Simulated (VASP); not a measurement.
A run of VASP 6.6.1 is set up as follows.

Contents of INCAR:

```
PREC = Accurate ; ENCUT = 500
EDIFF = 1E-6 ; ISMEAR = 0
SIGMA = 0.1 ; LREAL = False
LASPH = True ; NELM = 120
ALGO = Normal ; ISIF = 2
LWAVE = False ; LCHARG = True
GGA = PS ; LELF = True
LVHAR = True ; NBANDS = 16
GGA_COMPAT = False
```

File KPOINTS:

```
Automatic mesh
0
Gamma
  6 6 6
```

Contents of POSCAR:

```
InP
1.0
    0.0000000000      2.9519763900      2.9519763900
    2.9519763900      0.0000000000      2.9519763900
    2.9519763900      2.9519763900      0.0000000000
In P
1 1
Direct
    0.0000000000      0.0000000000      0.0000000000
    0.7500000000      0.7500000000      0.7500000000
```

Potentials or basis: VASP PAW PBE potentials, release 64 (In_d, P).

Launch:

```bash
$ cat potpaw_PBE.64/In_d/POTCAR potpaw_PBE.64/P/POTCAR > POTCAR
$ mpirun -np 1 vasp_std > vasp.out
```

Problem. What does it give for the pressure?

Solution. -0.9 GPa.

Problem. What does it give for the band gap on the k mesh?

Solution. 0.49 eV, direct.

Caveat: the PAW data sets were made with another functional, which shifts forces and pressure a little; spin-orbit coupling is left out, which moves the levels of the heavy elements.
